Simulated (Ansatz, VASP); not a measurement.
## Si2Br in VASP and in Ansatz

Contents of INCAR:

```
ALGO = Normal ; EDIFF = 1E-6
EDIFFG = -0.01 ; ENCUT = 600
GGA = PE ; IBRION = 2
ISIF = 3 ; ISMEAR = 0
LASPH = True ; LCHARG = False
LREAL = False ; LWAVE = False
NELM = 60 ; NSW = 100
PREC = Accurate ; SIGMA = 0.1
```

Contents of KPOINTS:

```
k-points
0
Gamma
  8 8 8
```

File POSCAR:

```
Si2Br
1.0
    5.5559315345      0.0000000000      0.0000000000
    0.0000000000      5.5559315345      0.0000000000
    0.0000000000      0.0000000000      5.5690151025
Si Br
4 2
Direct
    0.5000000000      0.0000000000      0.7337020341
    0.0000000000      0.5000000000      0.7662979659
    0.0000000000      0.5000000000      0.2337020341
    0.5000000000      0.0000000000      0.2662979659
    0.5000000000      0.5000000000      0.7500000000
    0.5000000000      0.5000000000      0.2500000000
```

Input for Ansatz:

```yaml
crystal:
  lattice:
    - [5.5559315345, 0.0, 0.0]
    - [0.0, 5.5559315345, 0.0]
    - [0.0, 0.0, 5.5690151025]
  atoms:
    - { symbol: Si, position: [0.5, 0.0, 0.7337020341] }
    - { symbol: Si, position: [0.0, 0.5, 0.7662979659] }
    - { symbol: Si, position: [0.0, 0.5, 0.2337020341] }
    - { symbol: Si, position: [0.5, 0.0, 0.2662979659] }
    - { symbol: Br, position: [0.5, 0.5, 0.75] }
    - { symbol: Br, position: [0.5, 0.5, 0.25] }
basis:
  ecutwfc: 420
kpoints:
  mp_grid: { grid: [8, 8, 8] }
hamiltonian:
  xc: pbe
scf:
  occupations: { method: gaussian, width: 0.1 }
output:
  forces: true
  stress: true
  eigenvalues: true
relax:
  adjacent_minimum: "off"
  f_tol: 0.01
  max_steps: 80
  cell: { stress_tol: 0.05 }
```

Alike in both runs: task relaxation of cell and atoms; functional PBE; k mesh 8 × 8 × 8; occupations gaussian, width 0.1 eV; no spin polarisation.

|  | VASP | Ansatz |
| --- | --- | --- |
| version | VASP 6.6.1 | Ansatz 0.2.0 |
| potentials or method | VASP PAW PBE potentials, release 64 (Si, Br), cutoff 600 eV | scalar-relativistic, plane waves, PAW |
| valence electrons in the cell | 30 | 30 |

|  | VASP | Ansatz | Ansatz less VASP |
| --- | --- | --- | --- |
| gap on the k mesh at the Fermi level, each at its own relaxed structure (eV) | none | none | - |
| relaxed volume (Å³/atom) | 32.95 | 32.98 | +0.028 |
| relaxed length of the cell vector where the two differ most in proportion (Å) | 7.137 | 7.147 | +0.0106 |

A gap of «none» marks a metal or a gap that the smearing closes.

Noted on VASP's run: the volume moved by over 15 % at a fixed basis, so the end points are rough.
